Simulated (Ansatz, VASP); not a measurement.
One calculation of SnO, two programs

The input INCAR:

```
PREC = Accurate
ENCUT = 600
EDIFF = 1E-6
ISMEAR = 0
SIGMA = 0.15
LREAL = F
LASPH = T
NELM = 120
ALGO = Normal
ISIF = 2
LWAVE = F
LCHARG = F
GGA = PS
IVDW = 12
NBANDS = 28
GGA_COMPAT = F
```

Contents of KPOINTS:

```
Automatic mesh
0
Gamma
  12 12 10
```

File POSCAR:

```
SnO
1.0
    3.7703910616      0.0706948324      0.0000000000
    0.0706948324      3.7703910616      0.0000000000
    0.0000000000      0.0000000000      4.5633702865
Sn O
2 2
Direct
    0.0000000000      0.5000000000      0.2532585894
    0.5000000000      0.0000000000      0.7467414106
    0.0000000000      0.0000000000      0.0000000000
    0.5000000000      0.5000000000      0.0000000000
```

Input for Ansatz:

```yaml
crystal:
  lattice:
    - [3.7703910616, 0.0706948324, 0.0]
    - [0.0706948324, 3.7703910616, 0.0]
    - [0.0, 0.0, 4.5633702865]
  atoms:
    - { symbol: Sn, position: [0.0, 0.5, 0.2532585894] }
    - { symbol: Sn, position: [0.5, 0.0, 0.7467414106] }
    - { symbol: O, position: [0.0, 0.0, 0.0] }
    - { symbol: O, position: [0.5, 0.5, 0.0] }
basis:
  ecutwfc: 420
kpoints:
  mp_grid: { grid: [12, 12, 10] }
hamiltonian:
  xc: pbesol
  dispersion: d3bj
scf:
  occupations: { method: gaussian, width: 0.15 }
output:
  forces: true
  stress: true
  eigenvalues: true
```

Change from the starting cell: strain +0.0375 x Voigt [0, 0, 0, 0, 0, 1], atoms carried along.

Alike in both runs: task single point; functional PBEsol; dispersion D3(BJ); k mesh 12 × 12 × 10; occupations gaussian, width 0.15 eV; no spin polarisation.

```csv
,VASP,Ansatz
version,VASP 6.6.1,Ansatz 0.2.0
potentials or method,"VASP PAW PBE potentials, release 64 (Sn_d, O), cutoff 600 eV","scalar-relativistic, plane waves, PAW"
valence electrons in the cell,40,40
```

```tsv
	VASP	Ansatz	Ansatz less VASP
gap on the k mesh at the Fermi level (eV)	none	none	-
pressure (GPa)	0.3	0.0	-0.22
traceless stress, the component that is largest in VASP (GPa)	-3.49	-3.50	-0.010
rms of the force components (eV/Å)	0.038	0.004	-0.0343
```

VASP's potentials were made for PBE, not for PBEsol. Atom by atom the forces differ by 0.034 eV/Å (rms over components). A gap of «none» marks a metal or a gap that the smearing closes.
